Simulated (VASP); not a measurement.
# BaO (Fm-3m) in VASP: single point with PBE0

Aim: the single point of BaO with PBE0.

Program: VASP 6.6.1. These are calculated values, not measurements. Logs are shortened: lines on timing, memory, paths and dates and some standing lists are left out, and cuts for length are marked.

## (1) The cell of the first run

The structure is cubic, space group Fm-3m (No. 225). The conventional cell has a = 5.544 Å, b = 5.544 Å, c = 5.544 Å, α = 90.00°, β = 90.00°, γ = 90.00°. Within 3.7 Å of Ba (site symmetry m-3m) lie 6 O at 2.77 Å. Within 3.7 Å of O (site symmetry m-3m) lie 6 Ba at 2.77 Å.

## (2) Single point, PBE0

File POSCAR:

```
BaO
1.0
    0.0000000000      2.7719428467      2.7719428467
    2.7719428467      0.0000000000      2.7719428467
    2.7719428467      2.7719428467      0.0000000000
Ba O
1 1
Direct
    0.0000000000      0.0000000000      0.0000000000
    0.5000000000      0.5000000000      0.5000000000
```

File INCAR.step1:

```
SYSTEM = BaO
  ALGO = Normal
  EDIFF = 1E-5
  ENCUT = 520
  GGA = PE
  GGA_COMPAT = .False.
  ISIF = 2
  ISMEAR = 0
  LASPH = .True.
  LCHARG = .False.
  LREAL = .False.
  LWAVE = .True.
  NBANDS = 15
  NELM = 120
  PREC = Accurate
  SIGMA = 0.01
```

File INCAR.step2:

```
SYSTEM = BaO
  AEXX = 0.25
  ALGO = Normal
  EDIFF = 1E-6
  ENCUT = 520
  GGA = PE
  GGA_COMPAT = .False.
  ISIF = 2
  ISMEAR = 0
  ISTART = 1
  LASPH = .True.
  LCHARG = .False.
  LHFCALC = .True.
  LREAL = .False.
  LWAVE = .False.
  NBANDS = 15
  NELM = 120
  PREC = Accurate
  PRECFOCK = Normal
  SIGMA = 0.01
```

File KPOINTS:

```
k-points
0
Gamma
  6 6 6
  0 0 0
```

Potentials or basis: VASP PAW PBE potentials, release 64 (Ba_sv, O).

Launch:

```console
$ cat potpaw_PBE.64/Ba_sv/POTCAR potpaw_PBE.64/O/POTCAR > POTCAR
$ cp INCAR.step1 INCAR
$ mpirun -np 1 vasp_std > vasp.out
$ cp INCAR.step2 INCAR
$ mpirun -np 1 vasp_std > vasp.out
```

OUTCAR:

```text
SYSTEM = BaO
   AEXX = 0.25
   EDIFF = 1E-6
   ENCUT = 520
   GGA = PE
   ISIF = 2
   ISMEAR = 0
   ISTART = 1
   LASPH = .True.
   LHFCALC = .True.
   LREAL = .False.
   NELM = 120
   PREC = Accurate
   PRECFOCK = Normal

 ion  position               nearest neighbor table
   1  0.000  0.000  0.000-   2 2.77   2 2.77   2 2.77   2 2.77   2 2.77   2 2.77
   2  0.500  0.500  0.500-   1 2.77   1 2.77   1 2.77   1 2.77   1 2.77   1 2.77

  LATTYP: Found a face centered cubic cell.
 ALAT       =     5.5438856934

  Lattice vectors:

 A1 = (   0.0000000000,   2.7719428467,   2.7719428467)
 A2 = (   2.7719428467,   0.0000000000,   2.7719428467)
 A3 = (   2.7719428467,   2.7719428467,   0.0000000000)

Analysis of symmetry for initial positions (statically):
=====================================================================
 Subroutine PRICEL returns:
 Original cell was already a primitive cell.

 Routine SETGRP: Setting up the symmetry group for a
 face centered cubic supercell.

 Subroutine GETGRP returns: Found 48 space group operations
 (whereof 48 operations were pure point group operations)
 out of a pool of 48 trial point group operations.

The static configuration has the point symmetry O_h .

Analysis of symmetry for dynamics (positions and initial velocities):
=====================================================================
 Subroutine PRICEL returns:
 Original cell was already a primitive cell.

 Routine SETGRP: Setting up the symmetry group for a
 face centered cubic supercell.

 Subroutine GETGRP returns: Found 48 space group operations
 (whereof 48 operations were pure point group operations)
 out of a pool of 48 trial point group operations.

The dynamic configuration has the point symmetry O_h .

 Subroutine INISYM returns: Found 48 space group operations
 (whereof 48 operations are pure point group operations),
 and found     1 'primitive' translations

----------------------------------------------------------------------------------------

                                     Primitive cell

  volume of cell :      42.5974

  direct lattice vectors                    reciprocal lattice vectors
     0.000000000  2.771942847  2.771942847    -0.180378899  0.180378899  0.180378899
     2.771942847  0.000000000  2.771942847     0.180378899 -0.180378899  0.180378899
     2.771942847  2.771942847  0.000000000     0.180378899  0.180378899 -0.180378899

  length of vectors
     3.920119168  3.920119168  3.920119168     0.312425418  0.312425418  0.312425418

  position of ions in fractional coordinates (direct lattice)
     0.000000000  0.000000000  0.000000000
     0.500000000  0.500000000  0.500000000

  ion indices of the primitive-cell ions
   primitive index   ion index
                 1           1
                 2           2

----------------------------------------------------------------------------------------

 KPOINTS: k-points

Automatic generation of k-mesh.
 Grid dimensions read from file:
 generate k-points for:    6    6    6

 Generating k-lattice:

  Cartesian coordinates                     Fractional coordinates (reciprocal lattice)
    -0.030063150  0.030063150  0.030063150     0.166666667  0.000000000  0.000000000
     0.030063150 -0.030063150  0.030063150     0.000000000  0.166666667  0.000000000
     0.030063150  0.030063150 -0.030063150     0.000000000  0.000000000  0.166666667

  Length of vectors
     0.052070903  0.052070903  0.052070903

  Shift w.r.t. Gamma in fractional coordinates (k-lattice)
     0.000000000  0.000000000  0.000000000

 Subroutine IBZKPT returns following result:
 ===========================================

 Found     16 irreducible k-points:

 Following reciprocal coordinates:
            Coordinates               Weight
  0.000000  0.000000  0.000000      1.000000
  0.166667  0.000000  0.000000      8.000000
  0.333333  0.000000  0.000000      8.000000
  0.500000  0.000000  0.000000      4.000000
  0.166667  0.166667  0.000000      6.000000
  0.333333  0.166667  0.000000     24.000000
[... 8 lines left out ...]
 -0.333333  0.333333  0.166667     24.000000
 -0.333333  0.500000  0.166667     12.000000
   k-points           NKPTS =     16   k-points in BZ     NKDIM =    216   number of bands    NBANDS=     15
   number of dos      NEDOS =    301   number of ions     NIONS =      2
   total plane-waves  NPLWV =  27000
   dimension x,y,z NGX =    30 NGY =   30 NGZ =   30
   dimension x,y,z NGXF=    60 NGYF=   60 NGZF=   60
   ions per type =               1   1
   NGX,Y,Z   is equivalent  to a cutoff of  12.72, 12.72, 12.72 a.u.
   NGXF,Y,Z  is equivalent  to a cutoff of  25.45, 25.45, 25.45 a.u.
 SYSTEM =  BaO
   PREC   = accura    normal or accurate (medium, high low for compatibility)
   ISTART =      1    job   : 0-new  1-cont  2-samecut
   ICHARG =      0    charge: 1-file 2-atom 10-const
   ISPIN  =      1    spin polarized calculation?
   LNONCOLLINEAR =      F non collinear calculations
   LSORBIT =      F    spin-orbit coupling
   LASPH  =      T    aspherical Exc in radial PAW
   ENCUT  =  520.0 eV  38.22 Ry    6.18 a.u.   7.29  7.29  7.29*2*pi/ulx,y,z
   NELM   =    120;   NELMIN=  2; NELMDL=  0     # of ELM steps
   EDIFF  = 0.1E-05   stopping-criterion for ELM
   LREAL  =      F    real-space projection
   EDIFFG = 0.1E-04   stopping-criterion for IOM
   NSW    =      0    number of steps for IOM
   IBRION =     -1    ionic relax: 0-MD 1-quasi-New 2-CG
   NFREE  =      0    steps in history (QN), initial steepest desc. (CG)
   ISIF   =      2    stress and relaxation
   ISYM   =      3    0-nonsym 1-usesym 2-fastsym
   POTIM  = 0.5000    time-step for ionic-motion
   TEBEG  =    0.0;   TEEND  =   0.0 temperature during run
   PSTRESS=    0.0 pullay stress
   NELECT =      16.0000    total number of electrons
   NUPDOWN=      -1.0000    fix difference up-down
   EMIN   =  10.00;   EMAX   =-10.00  energy-range for DOS
   EFERMI =   0.00;   METHOD = LEGACY
   ISMEAR =     0;   SIGMA  =   0.01  broadening in eV -4-tet -1-fermi 0-gaus
   EFERMI_NEDOS =   21; number of points for ismear=-14 and -15
   IALGO  =     38    algorithm
   IMIX   =      1    mixing-type and parameters
     AMIX     =   0.40;   BMIX     =  1.00
     AMIX_MAG =   1.60;   BMIX_MAG =  1.00
  volume/ion in A,a.u.               =      21.30       143.73
  Fermi-wavevector in a.u.,A,eV,Ry     =   1.181192  2.232130 18.983051  1.395215
  Thomas-Fermi vector in A             =   2.317470
   LORBIT       =      0    0 simple, 1 ext, 2 COOP (PROOUT), +10 PAW based schemes
   GGA     = PE    functional components
   LHFCALC =     T    Hartree Fock is set to
   PRECFOCK=normal    Normal, Fast or Accurate (Low or Medium for compatibility)
   ENCUT4O =  -1.0   cutoff for four orbital integrals eV
   NKREDX  =     1    reduce k-point grid by
   NKREDY  =     1    reduce k-point grid by
   NKREDZ  =     1    reduce k-point grid by
   AEXX    =    0.2500 exact exchange contribution
   HFSCREEN=    0.0000 screening length (either q_TF or 0.3 A-1)
   HFSCREENC=   0.0000 screening length for correlation (either q_TF or 0.3 A-1)
   ENCUTFOCK=  -1.0 apply spherical cutoff to Coloumb kernel
   IVDW    =     0    specifies the selected vdW correction
   LEPSILON=     F    determine dielectric tensor
   LRPA    =     F    only Hartree local field effects (RPA)
 non-spin polarized calculation
 Gauss-broadening in eV      SIGMA  =   0.01
  energy-cutoff  :      520.00
  volume of cell :       42.60
 maximum number of plane-waves:      1167
 NGX is ok and might be reduce to    30
  NGX = 24; NGY = 24; NGZ = 24

 number of electron      15.9999999 magnetization

 Free energy of the ion-electron system (eV)
  ---------------------------------------------------
  ext. energy  EPLUGINS =         0.00000000
  ---------------------------------------------------
  free energy    TOTEN  =       -14.45441490 eV

  energy without entropy =      -14.45441490  energy(sigma->0) =      -14.45441490

 E-fermi :   0.6160     XC(G=0):  -7.5655

 val. band max:        0.5144126014   @ k =   0.5000   0.5000   0.0000
 cond. band min:       4.5076317327   @ k =   0.5000   0.5000   0.0000
 fundamental gap:      3.9932191314
 Fermi energy:         0.6159835484

 k-point     1 :       0.0000    0.0000    0.0000
  band No.  band energies     occupation
      1     -26.9132      2.00000
      2     -16.0133      2.00000
      3     -10.3157      2.00000
      4     -10.3157      2.00000
      5     -10.3157      2.00000
      6       0.1314      2.00000
      7       0.1314      2.00000
      8       0.1314      2.00000
      9       6.0919      0.00000
     10       7.3850      0.00000
     11       7.3850      0.00000
     12       7.3850      0.00000
     13       9.7273      0.00000
     14       9.7273      0.00000
     15      12.6214      0.00000

 k-point     2 :       0.1667    0.0000    0.0000
  band No.  band energies     occupation
      1     -26.8441      2.00000
      2     -16.1873      2.00000
      3     -10.3922      2.00000
      4     -10.3456      2.00000
      5     -10.3456      2.00000
      6      -0.4115      2.00000
      7      -0.2178      2.00000
      8      -0.2178      2.00000
      9       7.0336      0.00000
     10       7.3673      0.00000
     11       7.9191      0.00000
     12       7.9191      0.00000
     13      10.4597      0.00000
     14      10.4597      0.00000
     15      14.2955      0.00000
[... 221 lines left out ...]
      3     -11.2387      2.00000
      4     -11.2323      2.00000
      5     -10.4230      2.00000
      6      -1.0275      2.00000
      7      -0.0847      2.00000
      8      -0.0576      2.00000
      9       7.4240      0.00000
     10       7.6776      0.00000
     11      10.1794      0.00000
     12      11.4756      0.00000
     13      12.9631      0.00000
     14      14.7937      0.00000
     15      15.4325      0.00000

 k-point    16 :      -0.3333    0.5000    0.1667
  band No.  band energies     occupation
      1     -26.5474      2.00000
      2     -16.3476      2.00000
      3     -11.6989      2.00000
      4     -11.2145      2.00000
      5     -10.5430      2.00000
      6      -0.6340      2.00000
      7       0.2709      2.00000
      8       0.3899      2.00000
      9       5.8612      0.00000
     10       8.9460      0.00000
     11       9.4637      0.00000
     12      12.5306      0.00000
     13      12.7446      0.00000
     14      15.0097      0.00000
     15      15.2977      0.00000

------------------------ aborting loop because EDIFF is reached ----------------------------------------

  FORCE on cell =-STRESS in cart. coord.  units (eV):
  Direction    XX          YY          ZZ          XY          YZ          ZX
  --------------------------------------------------------------------------------------
  -------------------------------------------------------------------------------------
  Total        0.2752945      0.2752945      0.2752945      0.0000000      0.0000000     -0.0000000
  in kB       10.3544072     10.3544072     10.3544072      0.0000000      0.0000000     -0.0000000
  external PRESSURE =      10.3544072 kB  Pullay stress =       0.0000000 kB

 VOLUME and BASIS-vectors are now :
 -----------------------------------------------------------------------------
  energy-cutoff  :      520.00
  volume of cell :       42.60
      direct lattice vectors                 reciprocal lattice vectors
     0.000000000  2.771942847  2.771942847    -0.180378899  0.180378899  0.180378899
     2.771942847  0.000000000  2.771942847     0.180378899 -0.180378899  0.180378899
     2.771942847  2.771942847  0.000000000     0.180378899  0.180378899 -0.180378899

 POSITION                                       TOTAL-FORCE (eV/Angst)
 -----------------------------------------------------------------------------------
      0.00000      0.00000      0.00000        -0.000000     -0.000000     -0.000000
      2.77194      2.77194      2.77194         0.000000      0.000000      0.000000
 -----------------------------------------------------------------------------------
    total drift:                               -0.000000      0.000000      0.000000

  FREE ENERGIE OF THE ION-ELECTRON SYSTEM (eV)
  ---------------------------------------------------
  free  energy   TOTEN  =       -14.4544148996 eV

  energy  without entropy=      -14.4544148996  energy(sigma->0) =      -14.45441490
```

Run time: 61 min. Hardware: 1 thread of Oxide Virtual Turin-like, shared host; peak memory 0.16 GiB.

What came out:

* Free energy: -14.4544 eV
* Pressure: 1.0 GPa
* Band gap on the k mesh: 3.99 eV

Levels at points of the mesh, in eV from the valence-band top:
```
           k point  band 5  band 6  band 7  band 8  band 9  band 10  band 11  band 12
(0.00, 0.00, 0.00)  -10.83   -0.38   -0.38   -0.38    5.58     6.87     6.87     6.87
(0.50, 0.00, 0.00)  -10.95   -2.11   -1.60   -1.60    7.12     9.52     9.52    10.31
(0.50, 0.50, 0.00)  -11.46   -0.17   -0.17    0.00    3.99     8.22    11.28    11.69
```

Caveat: the PAW data sets were made with another functional, which shifts forces and pressure a little; spin-orbit coupling is left out, which moves the levels of the heavy elements. A k mesh can miss the band edges.
